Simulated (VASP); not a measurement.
# Na32H33 (a cell with a defect) in VASP: single point with PBEsol

Aim: the single point of Na32H33 (a cell with a defect) with PBEsol.

Program: VASP 6.6.1. These are calculated values, not measurements. Logs are shortened: lines on timing, memory, paths and dates and some standing lists are left out, and cuts for length are marked.

## 1. The cell of the first run

The cell holds a defect, 65 atoms: a = 9.586 Å, b = 9.586 Å, c = 9.586 Å, α = 90.00°, β = 90.00°, γ = 90.00°.

## 2. Single point, PBEsol

INCAR

```
SYSTEM = Na32H33
PREC = Accurate
ENCUT = 520
EDIFF = 1E-6
ISMEAR = -1
SIGMA = 0.05
LREAL = Auto
LASPH = .True.
NELM = 60
ALGO = Normal
ISIF = 2
LWAVE = .False.
LCHARG = .True.
GGA = PS
LELF = .True.
LVHAR = .True.
NELECT = 256.0
ISYM = 0
NBANDS = 166
```

KPOINTS

```
Automatic mesh
0
Gamma
  1 1 1
  0.25 0.25 0.25
```

POSCAR

```
Na32H33
1.0
    9.5855340000      0.0000000000      0.0000000000
    0.0000000000      9.5855340000      0.0000000000
    0.0000000000      0.0000000000      9.5855340000
H Na
33 32
Direct
    0.2504590000      0.0031390000      0.9987800000
    0.2477680000      0.0061790000      0.4987950000
    0.2501000000      0.4995310000      0.9994290000
    0.2452710000      0.4948970000      0.4994570000
    0.7538870000      0.0039070000      0.9976720000
    0.7581360000      0.0083880000      0.4974380000
    0.7534820000      0.5001340000      0.9982460000
    0.7558390000      0.4976210000      0.4981560000
    0.0018170000      0.2519530000      0.9983710000
    0.9768730000      0.2389600000      0.5273430000
    0.0016890000      0.7519700000      0.9985000000
    0.0017170000      0.7521600000      0.4984070000
    0.5019070000      0.2519980000      0.9982910000
    0.5017760000      0.2518780000      0.4983880000
    0.5016100000      0.7519470000      0.9985090000
    0.5016210000      0.7519100000      0.4984250000
    0.0013290000      0.0062520000      0.2523510000
    0.0026340000      0.0091010000      0.7414710000
    0.0008340000      0.4943550000      0.2553770000
    0.0021640000      0.4976230000      0.7443980000
    0.5014090000      0.0030870000      0.2494610000
    0.5024680000      0.0039040000      0.7463940000
    0.5008650000      0.4995160000      0.2499930000
    0.5020280000      0.5001590000      0.7470080000
    0.2432780000      0.2515840000      0.2568150000
    0.2485020000      0.2521610000      0.7449230000
    0.2498420000      0.7515720000      0.2502400000
    0.2508280000      0.7520370000      0.7472300000
    0.7554580000      0.2518570000      0.2516540000
    0.7609330000      0.2525130000      0.7393850000
    0.7531530000      0.7518470000      0.2491370000
    0.7540970000      0.7523690000      0.7462070000
    0.0248690000      0.2685170000      0.4704280000
    0.0021210000      0.9980810000      0.9978190000
    0.0031460000      0.9809480000      0.4966980000
    0.0017850000      0.5058640000      0.9987790000
    0.0003190000      0.5236230000      0.5002050000
    0.5022270000      0.0007900000      0.9978760000
    0.5022590000      0.9984190000      0.4979420000
    0.5018020000      0.5031880000      0.9985040000
    0.5015760000      0.5054130000      0.4984970000
    0.2556670000      0.2513540000      0.9992600000
    0.2751110000      0.2503600000      0.5011310000
    0.2527830000      0.7513970000      0.9986770000
    0.2546780000      0.7515060000      0.4988000000
    0.7481460000      0.2520000000      0.9974380000
    0.7284070000      0.2531800000      0.4950770000
    0.7505240000      0.7520490000      0.9975910000
    0.7486560000      0.7523380000      0.4977020000
    0.2514280000      0.0020120000      0.2488870000
    0.2519970000      0.0018930000      0.7486420000
    0.2502980000      0.5010040000      0.2499800000
    0.2519780000      0.5022980000      0.7489980000
    0.7513910000      0.0016280000      0.2480700000
    0.7531110000      0.0030370000      0.7470720000
    0.7513410000      0.5021470000      0.2483550000
    0.7521770000      0.5018820000      0.7480120000
    0.9990840000      0.2500070000      0.2233550000
    0.0052100000      0.2535840000      0.7734110000
    0.0014350000      0.7514790000      0.2455710000
    0.0024510000      0.7524190000      0.7513590000
    0.5010470000      0.2513080000      0.2450390000
    0.5027310000      0.2520580000      0.7515770000
    0.5015440000      0.7513300000      0.2473990000
    0.5025240000      0.7520600000      0.7495160000
```

Potentials or basis: VASP PAW PBE potentials, release 64 (H, Na_pv).

On the command line:

```
$ cat potpaw_PBE.64/H/POTCAR potpaw_PBE.64/Na_pv/POTCAR > POTCAR
$ mpirun -np 1 vasp_std > vasp.out
```

OUTCAR:

```text
SYSTEM = Na32H33
   PREC = Accurate
   ENCUT = 520
   EDIFF = 1E-6
   ISMEAR = -1
   LREAL = Auto
   LASPH = .True.
   NELM = 60
   ISIF = 2
   GGA = PS
   NELECT = 256.0
   ISYM = 0

 ion  position               nearest neighbor table
   1  0.250  0.003  0.999-
   2  0.248  0.006  0.499-
   3  0.250  0.500  0.999-
   4  0.245  0.495  0.499-
   5  0.754  0.004  0.998-
   6  0.758  0.008  0.497-
   7  0.753  0.500  0.998-
   8  0.756  0.498  0.498-
   9  0.002  0.252  0.998-
  10  0.977  0.239  0.527-  33 0.77
  11  0.002  0.752  0.998-
  12  0.002  0.752  0.498-
  13  0.502  0.252  0.998-
  14  0.502  0.252  0.498-
  15  0.502  0.752  0.999-
  16  0.502  0.752  0.498-
[... 14 lines left out ...]
  31  0.753  0.752  0.249-
  32  0.754  0.752  0.746-
  33  0.025  0.269  0.470-  10 0.77
  34  0.002  0.998  0.998-
  35  0.003  0.981  0.497-
  36  0.002  0.506  0.999-
  37  0.000  0.524  0.500-
  38  0.502  0.001  0.998-
  39  0.502  0.998  0.498-
[... 24 lines left out ...]
  64  0.502  0.751  0.247-
  65  0.503  0.752  0.750-

IMPORTANT INFORMATION: All symmetrisations will be switched off!
NOSYMM: (Re-)initialisation of all symmetry stuff for point group C_1.

----------------------------------------------------------------------------------------

                                     Primitive cell

  volume of cell :     880.7425

  direct lattice vectors                    reciprocal lattice vectors
     9.585534000  0.000000000  0.000000000     0.104323870  0.000000000  0.000000000
     0.000000000  9.585534000  0.000000000     0.000000000  0.104323870  0.000000000
     0.000000000  0.000000000  9.585534000     0.000000000  0.000000000  0.104323870

  length of vectors
     9.585534000  9.585534000  9.585534000     0.104323870  0.104323870  0.104323870

  position of ions in fractional coordinates (direct lattice)
     0.250459000  0.003139000  0.998780000
     0.247768000  0.006179000  0.498795000
     0.250100000  0.499531000  0.999429000
     0.245271000  0.494897000  0.499457000
     0.753887000  0.003907000  0.997672000
     0.758136000  0.008388000  0.497438000
[... 57 lines left out ...]
     0.501544000  0.751330000  0.247399000
     0.502524000  0.752060000  0.749516000

  ion indices of the primitive-cell ions
   primitive index   ion index
                 1           1
                 2           2
                 3           3
                 4           4
                 5           5
                 6           6
[... 57 lines left out ...]
                64          64
                65          65

----------------------------------------------------------------------------------------

 KPOINTS: Automatic mesh

Automatic generation of k-mesh.
 Grid dimensions read from file:
 generate k-points for:    1    1    1

 Generating k-lattice:

  Cartesian coordinates                     Fractional coordinates (reciprocal lattice)
     0.104323870  0.000000000  0.000000000     1.000000000  0.000000000  0.000000000
     0.000000000  0.104323870  0.000000000     0.000000000  1.000000000  0.000000000
     0.000000000  0.000000000  0.104323870     0.000000000  0.000000000  1.000000000

  Length of vectors
     0.104323870  0.104323870  0.104323870

  Shift w.r.t. Gamma in fractional coordinates (k-lattice)
     0.250000000  0.250000000  0.250000000

 Subroutine IBZKPT returns following result:
 ===========================================

 Found      4 irreducible k-points:

 Following reciprocal coordinates:
            Coordinates               Weight
  0.250000  0.250000  0.250000      2.000000
 -0.250000  0.250000  0.250000      2.000000
 -0.250000 -0.250000  0.250000      2.000000
  0.250000 -0.250000  0.250000      2.000000
   k-points           NKPTS =      4   k-points in BZ     NKDIM =      4   number of bands    NBANDS=    166
   number of dos      NEDOS =    301   number of ions     NIONS =     65
   total plane-waves  NPLWV = 373248
   dimension x,y,z NGX =    72 NGY =   72 NGZ =   72
   dimension x,y,z NGXF=   144 NGYF=  144 NGZF=  144
   ions per type =              33  32
   NGX,Y,Z   is equivalent  to a cutoff of  12.49, 12.49, 12.49 a.u.
   NGXF,Y,Z  is equivalent  to a cutoff of  24.97, 24.97, 24.97 a.u.
 SYSTEM =  Na32H33
   PREC   = accura    normal or accurate (medium, high low for compatibility)
   ISTART =      0    job   : 0-new  1-cont  2-samecut
   ICHARG =      2    charge: 1-file 2-atom 10-const
   ISPIN  =      1    spin polarized calculation?
   LNONCOLLINEAR =      F non collinear calculations
   LSORBIT =      F    spin-orbit coupling
   LASPH  =      T    aspherical Exc in radial PAW
   ENCUT  =  520.0 eV  38.22 Ry    6.18 a.u.  17.82 17.82 17.82*2*pi/ulx,y,z
   NELM   =     60;   NELMIN=  2; NELMDL= -5     # of ELM steps
   EDIFF  = 0.1E-05   stopping-criterion for ELM
   LREAL  =      T    real-space projection
   EDIFFG = 0.1E-04   stopping-criterion for IOM
   NSW    =      0    number of steps for IOM
   IBRION =     -1    ionic relax: 0-MD 1-quasi-New 2-CG
   NFREE  =      0    steps in history (QN), initial steepest desc. (CG)
   ISIF   =      2    stress and relaxation
   ISYM   =      0    0-nonsym 1-usesym 2-fastsym
   POTIM  = 0.5000    time-step for ionic-motion
   TEBEG  =    0.0;   TEEND  =   0.0 temperature during run
   PSTRESS=    0.0 pullay stress
   NELECT =     256.0000    total number of electrons
   NUPDOWN=      -1.0000    fix difference up-down
   EMIN   =  10.00;   EMAX   =-10.00  energy-range for DOS
   EFERMI =   0.00;   METHOD = LEGACY
   ISMEAR =    -1;   SIGMA  =   0.05  broadening in eV -4-tet -1-fermi 0-gaus
   EFERMI_NEDOS =   21; number of points for ismear=-14 and -15
   IALGO  =     38    algorithm
   IMIX   =      4    mixing-type and parameters
     AMIX     =   0.40;   BMIX     =  1.00
     AMIX_MAG =   1.60;   BMIX_MAG =  1.00
  volume/ion in A,a.u.               =      13.55        91.44
  Fermi-wavevector in a.u.,A,eV,Ry     =   1.084439  2.049293 16.000563  1.176008
  Thomas-Fermi vector in A             =   2.220529
   LORBIT       =      0    0 simple, 1 ext, 2 COOP (PROOUT), +10 PAW based schemes
   GGA     = PS    functional components
   LHFCALC =     F    Hartree Fock is set to
   AEXX    =    0.0000 exact exchange contribution
   IVDW    =     0    specifies the selected vdW correction
   LEPSILON=     F    determine dielectric tensor
   LRPA    =     F    only Hartree local field effects (RPA)
 non-spin polarized calculation
  energy-cutoff  :      520.00
  volume of cell :      880.74
 maximum number of plane-waves:     23724
   NGX = 35   NGY = 35   NGZ = 35

 number of electron     256.0000020 magnetization

 Free energy of the ion-electron system (eV)
  ---------------------------------------------------
  ext. energy  EPLUGINS =         0.00000000
  ---------------------------------------------------
  free energy    TOTEN  =      -166.18575021 eV

  energy without entropy =     -166.18575021  energy(sigma->0) =     -166.18575021

 E-fermi :   0.2351     XC(G=0):  -7.9535

 val. band max:       -1.1150650006   @ k =   0.2500   0.2500   0.2500
 cond. band min:       2.4108743169   @ k =   0.2500   0.2500   0.2500
 fundamental gap:      3.5259393175
 Fermi energy:         0.2350977546

 k-point     1 :       0.2500    0.2500    0.2500
  band No.  band energies     occupation
      1     -23.1796      2.00000
      2     -23.1666      2.00000
      3     -23.1646      2.00000
      4     -23.1620      2.00000
      5     -23.1556      2.00000
      6     -23.1531      2.00000
[... 132 lines left out ...]
    139       4.0182      0.00000
    140       4.1012      0.00000

 k-point     2 :      -0.2500    0.2500    0.2500
  band No.  band energies     occupation
      1     -23.1796      2.00000
      2     -23.1666      2.00000
      3     -23.1646      2.00000
      4     -23.1619      2.00000
      5     -23.1555      2.00000
      6     -23.1532      2.00000
[... 132 lines left out ...]
    139       4.0294      0.00000
    140       4.1073      0.00000

 k-point     3 :      -0.2500   -0.2500    0.2500
  band No.  band energies     occupation
      1     -23.1797      2.00000
      2     -23.1666      2.00000
      3     -23.1646      2.00000
      4     -23.1620      2.00000
      5     -23.1555      2.00000
      6     -23.1531      2.00000
[... 132 lines left out ...]
    139       4.0765      0.00000
    140       4.0874      0.00000

 k-point     4 :       0.2500   -0.2500    0.2500
  band No.  band energies     occupation
      1     -23.1796      2.00000
      2     -23.1666      2.00000
      3     -23.1646      2.00000
      4     -23.1620      2.00000
      5     -23.1556      2.00000
      6     -23.1531      2.00000
[... 132 lines left out ...]
    139       4.0206      0.00000
    140       4.1023      0.00000
 [bands above 140 left out]

------------------------ aborting loop because EDIFF is reached ----------------------------------------

  FORCE on cell =-STRESS in cart. coord.  units (eV):
  Direction    XX          YY          ZZ          XY          YZ          ZX
  --------------------------------------------------------------------------------------
  -------------------------------------------------------------------------------------
  Total       -1.8248076     -2.0646317     -1.6424830     -0.2285680      0.2841602      0.4983272
  in kB       -3.3195462     -3.7558154     -2.9878757     -0.4157928      0.5169218      0.9065176
  external PRESSURE =      -3.3544124 kB  Pullay stress =       0.0000000 kB

 VOLUME and BASIS-vectors are now :
 -----------------------------------------------------------------------------
  energy-cutoff  :      520.00
  volume of cell :      880.74
      direct lattice vectors                 reciprocal lattice vectors
     9.585534000  0.000000000  0.000000000     0.104323870  0.000000000  0.000000000
     0.000000000  9.585534000  0.000000000     0.000000000  0.104323870  0.000000000
     0.000000000  0.000000000  9.585534000     0.000000000  0.000000000  0.104323870

 POSITION                                       TOTAL-FORCE (eV/Angst)
 -----------------------------------------------------------------------------------
      2.40078      0.03009      9.57384        -0.004570      0.009437     -0.002706
      2.37499      0.05923      4.78122        -0.003645      0.003382     -0.002217
      2.39734      4.78827      9.58006        -0.004661      0.003903     -0.000604
      2.35105      4.74385      4.78756        -0.000008      0.007149      0.000213
      7.22641      0.03745      9.56322        -0.003117      0.001998     -0.007801
      7.26714      0.08040      4.76821        -0.002235      0.001037     -0.003779
[... 57 lines left out ...]
      4.80757      7.20190      2.37145        -0.008276      0.005054     -0.005675
      4.81696      7.20890      7.18451        -0.004625      0.003528     -0.004620
 -----------------------------------------------------------------------------------
    total drift:                                0.007583      0.009197     -0.006551

  FREE ENERGIE OF THE ION-ELECTRON SYSTEM (eV)
  ---------------------------------------------------
  free  energy   TOTEN  =      -166.1857502105 eV

  energy  without entropy=     -166.1857502105  energy(sigma->0) =     -166.18575021
```

Wall time 15 min (1 thread of Intel Xeon Platinum 8488C (Sapphire Rapids), shared host); peak memory 0.91 GiB.

What came out:

```
Free energy   : -166.1858 eV
Largest force : 0.028 eV/Å
```

Forces on the atoms (eV/Å):
```
H   -0.005  0.009 -0.003
H   -0.004  0.003 -0.002
H   -0.005  0.004 -0.001
H    0.000  0.007  0.000
H   -0.003  0.002 -0.008
H   -0.002  0.001 -0.004
H   -0.002  0.000 -0.005
H   -0.001  0.001 -0.003
H    0.002 -0.003 -0.001
H    0.014 -0.003 -0.024
H    0.003 -0.002 -0.003
H    0.002  0.000 -0.001
H    0.002 -0.005 -0.001
H    0.002 -0.002 -0.003
H    0.006 -0.003 -0.005
H    0.004 -0.002 -0.002
H    0.002  0.002  0.002
H    0.004  0.000  0.005
H    0.000  0.006 -0.001
H    0.002  0.001  0.003
H    0.002  0.008  0.005
H    0.007  0.002  0.003
H    0.001  0.004  0.004
H    0.005  0.001  0.000
H    0.001 -0.009 -0.002
H   -0.005 -0.005  0.002
H   -0.003 -0.007  0.003
H   -0.006 -0.002  0.000
H   -0.002 -0.003  0.003
H   -0.004 -0.001  0.006
H   -0.002 -0.002  0.007
H   -0.004  0.003  0.004
H   -0.008 -0.005  0.021
Na  -0.005 -0.006  0.006
Na   0.001 -0.002 -0.001
Na  -0.002 -0.002  0.001
Na  -0.003 -0.002  0.003
Na  -0.004 -0.007  0.004
Na  -0.005 -0.007  0.007
Na  -0.006 -0.004  0.005
Na  -0.003  0.000  0.001
Na   0.003  0.011 -0.004
Na  -0.001  0.002  0.008
Na   0.007  0.006  0.007
Na   0.007  0.005 -0.003
Na   0.001  0.002  0.007
Na  -0.001  0.006  0.000
Na   0.005  0.002  0.005
Na   0.001 -0.001  0.009
Na   0.000 -0.014 -0.002
Na   0.013 -0.002 -0.005
Na   0.004 -0.003 -0.002
Na   0.005 -0.007 -0.001
Na   0.005  0.000 -0.011
Na   0.003 -0.003 -0.006
Na  -0.001 -0.007 -0.004
Na   0.006  0.006 -0.005
Na  -0.009  0.001  0.011
Na   0.000  0.006 -0.009
Na   0.002  0.005 -0.006
Na  -0.009 -0.001  0.000
Na   0.003  0.011 -0.004
Na  -0.007  0.001  0.000
Na  -0.008  0.005 -0.006
Na  -0.005  0.004 -0.005
```

Levels at points of the mesh, in eV from the Fermi level:
```
           k point  band 124  band 125  band 126  band 127  band 128  band 129  band 130  band 131  band 132  band 133
(0.25, 0.25, 0.25)     -1.41     -1.41     -1.36     -1.36     -1.35      2.18      2.74      2.82      3.17      3.37
```

Caveat: the cell carries a net charge on a neutralising background, which shifts energy and pressure; the cell is charged against a uniform background, so pressure and absolute levels hang on convention; the PAW data sets were made with another functional, which shifts forces and pressure a little.
